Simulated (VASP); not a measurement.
The system is RbN.

```
Rb N
1.0
     0.00000    3.12425    3.54636
     2.82848    0.00000    3.54636
     2.82848    3.12425    0.00000
Rb N
1 1
Direct
  0.50000 0.50000 0.50000
  0.00000 0.00000 0.00000
```

The cell was built from a structure type or drawn by symmetry, and may not be a known phase.

* Program: VASP 6.6.1
* Task: relaxation of cell and atoms
* Functional: PBE
* Potentials or basis: VASP PAW PBE potentials, release 64 (Rb_sv, N)
* Cutoff: 600 eV
* k mesh: 6 × 6 × 6
* Occupations: gaussian, width 0.1 eV
* Spin: collinear spin, ferromagnetic start
* Starting moments: [0.0, 1.0] μB

At the start: pressure 0.1 GPa; volume 31.34 Å³/atom.

**Question.** Where does the relaxation end?

**Answer.** Over 9 steps the energy falls by 55.7 meV/atom and the volume is 28.50 Å³/atom (-9.1 %); space group Fmmm (No. 69, to 0.1 Å) before, I4/mmm (No. 139, to 0.1 Å); moment 2.00 μB per cell.

Step by step:
```csv
step,energy change (eV),largest force (eV/Å),pressure (GPa),volume (Å³)
1,0.0000,0.0000,0.11,62.68
2,-0.0281,0.0000,-0.34,62.85
3,-0.0828,0.0000,-1.22,63.09
4,-0.0858,0.0000,-1.24,63.09
5,-0.1054,0.0000,-0.56,59.50
6,-0.1066,0.0000,-0.34,58.54
7,-0.1066,0.0000,-0.31,58.40
8,-0.1100,0.0000,-0.16,57.78
9,-0.1113,0.0000,0.04,57.01
```

Final structure:
```
CELL_PARAMETERS angstrom
0.00000 3.01985 3.12644
3.01890 0.00000 3.12644
3.01890 3.01985 0.00000
ATOMIC_POSITIONS crystal
Rb 0.50000 0.50000 0.50000
N 0.00000 0.00000 0.00000
```
